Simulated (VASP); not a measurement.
# Cu (P6_3/mmc) in VASP: further runs, part 2 of 2

VASP 6.6.1. The steps go on from the part before.

### 4 Single point, PBEsol (strain +0.080 along x and y, +0.080 along z)

File INCAR:

```
PREC = Accurate
ENCUT = 520
EDIFF = 1E-6
ISMEAR = 0
SIGMA = 0.15
LREAL = F
LASPH = T
NELM = 100
ALGO = Fast
ISIF = 2
LWAVE = F
LCHARG = F
GGA = PS
NBANDS = 18
```

File KPOINTS:

```
Automatic mesh
0
Gamma
  24 24 12
```

File POSCAR:

```
Cu
1.0
    2.7368244034      0.0000000000      0.0000000000
   -1.3684122017      2.3701594590      0.0000000000
    0.0000000000      0.0000000000      4.4415766800
Cu
2
Direct
    0.3333333333      0.6666666667      0.2500000000
    0.6666666667      0.3333333333      0.7500000000
```

Potentials or basis: VASP PAW PBE potentials, release 64 (Cu).

Run with:

```sh
> cat potpaw_PBE.64/Cu/POTCAR > POTCAR
> mpirun -np 1 vasp_std > vasp.out
```

OUTCAR:

```text
PREC = Accurate
   ENCUT = 520
   EDIFF = 1E-6
   ISMEAR = 0
   LREAL = F
   LASPH = T
   NELM = 100
   ISIF = 2
   GGA = PS

 ion  position               nearest neighbor table
   1  0.333  0.667  0.250-   2 2.73   2 2.73   2 2.73   2 2.73   2 2.73   2 2.73
   2  0.667  0.333  0.750-   1 2.73   1 2.73   1 2.73   1 2.73   1 2.73   1 2.73

  LATTYP: Found a hexagonal cell.
 ALAT       =     2.7368244034
 C/A-ratio  =     1.6228942838

  Lattice vectors:

 A1 = (   2.7368244034,   0.0000000000,   0.0000000000)
 A2 = (  -1.3684122017,   2.3701594590,   0.0000000000)
 A3 = (   0.0000000000,   0.0000000000,   4.4415766800)

Analysis of symmetry for initial positions (statically):
=====================================================================
 Subroutine PRICEL returns:
 Original cell was already a primitive cell.

 Routine SETGRP: Setting up the symmetry group for a
 hexagonal supercell.

 Subroutine GETGRP returns: Found 24 space group operations
 (whereof 12 operations were pure point group operations)
 out of a pool of 24 trial point group operations.

The static configuration has the point symmetry D_3d.
 The point group associated with its full space group is D_6h.

Analysis of symmetry for dynamics (positions and initial velocities):
=====================================================================
 Subroutine PRICEL returns:
 Original cell was already a primitive cell.

 Routine SETGRP: Setting up the symmetry group for a
 hexagonal supercell.

 Subroutine GETGRP returns: Found 24 space group operations
 (whereof 12 operations were pure point group operations)
 out of a pool of 24 trial point group operations.

The dynamic configuration has the point symmetry D_3d.
 The point group associated with its full space group is D_6h.

 Subroutine INISYM returns: Found 24 space group operations
 (whereof 12 operations are pure point group operations),
 and found     1 'primitive' translations

[... 111 lines left out ...]
   IALGO  =     68    algorithm
   IMIX   =      4    mixing-type and parameters
     AMIX     =   0.40;   BMIX     =  1.00
     AMIX_MAG =   1.60;   BMIX_MAG =  1.00
  volume/ion in A,a.u.               =      14.41        97.21
  Fermi-wavevector in a.u.,A,eV,Ry     =   1.496334  2.827661 30.463649  2.239015
  Thomas-Fermi vector in A             =   2.608364
   LORBIT       =      0    0 simple, 1 ext, 2 COOP (PROOUT), +10 PAW based schemes
   GGA     = PS    functional components
   LHFCALC =     F    Hartree Fock is set to
   AEXX    =    0.0000 exact exchange contribution
   IVDW    =     0    specifies the selected vdW correction
   LEPSILON=     F    determine dielectric tensor
   LRPA    =     F    only Hartree local field effects (RPA)
 non-spin polarized calculation
 RMM-DIIS sequential band-by-band and
 Gauss-broadening in eV      SIGMA  =   0.15
  energy-cutoff  :      520.00
  volume of cell :       28.81
 maximum number of plane-waves:       789
   NGX = 11   NGY = 11   NGZ = 17

 number of electron      22.0000019 magnetization

 Free energy of the ion-electron system (eV)
  ---------------------------------------------------
  ext. energy  EPLUGINS =         0.00000000
  ---------------------------------------------------
  free energy    TOTEN  =        -8.09420451 eV

  energy without entropy =       -8.08683293  energy(sigma->0) =       -8.09051872

 E-fermi :   5.1944     XC(G=0): -11.7897

 val. band max:        5.1896603851   @ k =   0.2500   0.2500   0.3333
 cond. band min:       5.1977311795   @ k =   0.2917   0.0417   0.3333
 fundamental gap:      0.0080707944
 Fermi energy:         5.1943503828

 k-point     1 :       0.0000    0.0000    0.0000
  band No.  band energies     occupation
      1      -2.7859      2.00000
      2       1.1136      2.00000
      3       2.7249      2.00000
      4       2.7579      2.00000
      5       2.7579      2.00000
      6       2.9111      2.00000
[... 481 lines left out ...]
      5       2.7352      2.00000
      6       2.7981      2.00000
[... 10 lines left out ...]
     17      16.2387      0.00000
     18      22.0738      0.00000

 [... further k-points ...]

------------------------ aborting loop because EDIFF is reached ----------------------------------------

  FORCE on cell =-STRESS in cart. coord.  units (eV):
  Direction    XX          YY          ZZ          XY          YZ          ZX
  --------------------------------------------------------------------------------------
  -------------------------------------------------------------------------------------
  Total       -3.9246165     -3.9246165     -3.7604740      0.0000000     -0.0000000      0.0000000
  in kB     -218.2459280   -218.2459280   -209.1180435      0.0000000     -0.0000000      0.0000000
  external PRESSURE =    -215.2032998 kB  Pullay stress =       0.0000000 kB

 VOLUME and BASIS-vectors are now :
 -----------------------------------------------------------------------------
  energy-cutoff  :      520.00
  volume of cell :       28.81
      direct lattice vectors                 reciprocal lattice vectors
     2.736824403  0.000000000  0.000000000     0.365386979  0.210956271  0.000000000
    -1.368412202  2.370159459  0.000000000     0.000000000  0.421912541  0.000000000
     0.000000000  0.000000000  4.441576680     0.000000000  0.000000000  0.225145274

 POSITION                                       TOTAL-FORCE (eV/Angst)
 -----------------------------------------------------------------------------------
     -0.00000      1.58011      1.11039         0.000000      0.000000      0.000000
      1.36841      0.79005      3.33118        -0.000000     -0.000000      0.000000
 -----------------------------------------------------------------------------------
    total drift:                               -0.000000      0.000000     -0.000000

  FREE ENERGIE OF THE ION-ELECTRON SYSTEM (eV)
  ---------------------------------------------------
  free  energy   TOTEN  =        -8.0942045066 eV

  energy  without entropy=       -8.0868329313  energy(sigma->0) =       -8.09051872
```

OSZICAR:

```text
N       E                     dE             d eps       ncg     rms          rms(c)
DAV:   1     0.124654040899E+03    0.12465E+03   -0.10479E+04 16212   0.205E+03
DAV:   2    -0.408635579514E+01   -0.12874E+03   -0.12197E+03 15404   0.279E+02
DAV:   3    -0.993939741597E+01   -0.58530E+01   -0.55550E+01 17460   0.831E+01
DAV:   4    -0.100043176576E+02   -0.64920E-01   -0.64866E-01 18512   0.936E+00
DAV:   5    -0.100051580379E+02   -0.84038E-03   -0.84035E-03 19080   0.892E-01    0.113E+01
RMM:   6    -0.928742880679E+01    0.71773E+00   -0.15403E+01 17823   0.687E+01    0.828E+00
RMM:   7    -0.809460082810E+01    0.11928E+01   -0.33404E+00 17475   0.339E+01    0.900E-01
RMM:   8    -0.809370186601E+01    0.89896E-03   -0.45151E-02 17958   0.341E+00    0.874E-02
RMM:   9    -0.809412921903E+01   -0.42735E-03   -0.96728E-03 18910   0.114E+00    0.477E-02
RMM:  10    -0.809419577337E+01   -0.66554E-04   -0.10774E-03 18671   0.471E-01    0.494E-02
RMM:  11    -0.809419205145E+01    0.37219E-05   -0.30824E-04 19284   0.186E-01    0.106E-02
RMM:  12    -0.809420415768E+01   -0.12106E-04   -0.10889E-04 19560   0.117E-01    0.730E-03
RMM:  13    -0.809420643303E+01   -0.22753E-05   -0.19312E-05 16744   0.549E-02    0.131E-02
RMM:  14    -0.809420405725E+01    0.23758E-05   -0.11220E-05 17686   0.580E-02    0.134E-03
RMM:  15    -0.809420450658E+01   -0.44933E-06   -0.40618E-06 12239   0.186E-02
   1 F= -.80942045E+01 E0= -.80905187E+01  d E =-.737158E-02
```

Run time: 90 s. Hardware: 1 thread of Intel Xeon 6975P-C (Granite Rapids), shared host; peak memory 0.28 GiB.

What came out:

```
Free energy            : -8.0942 eV
Pressure               : -21.5 GPa
Band gap on the k mesh : zero (bands 11 and 12 overlap by 5.28 eV)
```

Stress tensor (GPa, compression positive):
```
-21.82   0.00   0.00
  0.00 -21.82   0.00
  0.00   0.00 -20.91
```

Levels at points of the mesh, in eV from the Fermi level:
| k point | band 8 | band 9 | band 10 | band 11 | band 12 | band 13 | band 14 | band 15 |
| --- | --- | --- | --- | --- | --- | --- | --- | --- |
| (0.00, 0.00, 0.00) | -2.09 | -2.09 | -1.52 | -1.52 | -0.45 | 2.92 | 18.72 | 18.72 |
| (0.50, 0.00, 0.00) | -1.47 | -1.42 | -1.39 | 0.02 | 1.16 | 6.91 | 7.04 | 9.11 |
| (0.00, 0.00, 0.50) | -2.47 | -1.69 | -1.69 | -1.69 | -1.69 | 11.00 | 11.00 | 20.27 |
| (0.50, 0.00, 0.50) | -1.62 | -1.42 | -1.42 | 0.67 | 0.67 | 3.82 | 3.82 | 14.06 |

Caveat: the cell differs from its parent crystal (strain +0.080 along x and y, +0.080 along z); the cell stands under tension; the PAW data sets were made with another functional, which shifts forces and pressure a little.

### 5 Overview

```csv
cell,gap on the mesh (eV),pressure (GPa)
"a = 2.635, b = 2.635, c = 4.442 Å, angles 90.0, 90.0, 120.0°, 2 atoms",none,-17.6
"a = 2.737, b = 2.737, c = 4.277 Å, angles 90.0, 90.0, 120.0°, 2 atoms",none,-19.6
"a = 2.737, b = 2.737, c = 4.442 Å, angles 90.0, 90.0, 120.0°, 2 atoms",none,-21.5
```

Alike in all rows: task single point; level PBEsol; potentials or basis VASP PAW PBE potentials, release 64 (Cu); no spin polarisation; k mesh 24 × 24 × 12; cutoff (eV) 520; smearing gaussian 0.15 eV.

Caveats: the cell stands under tension; the PAW data sets were made with another functional, which shifts forces and pressure a little.

Absolute energies hang on the potentials; compare differences alone.
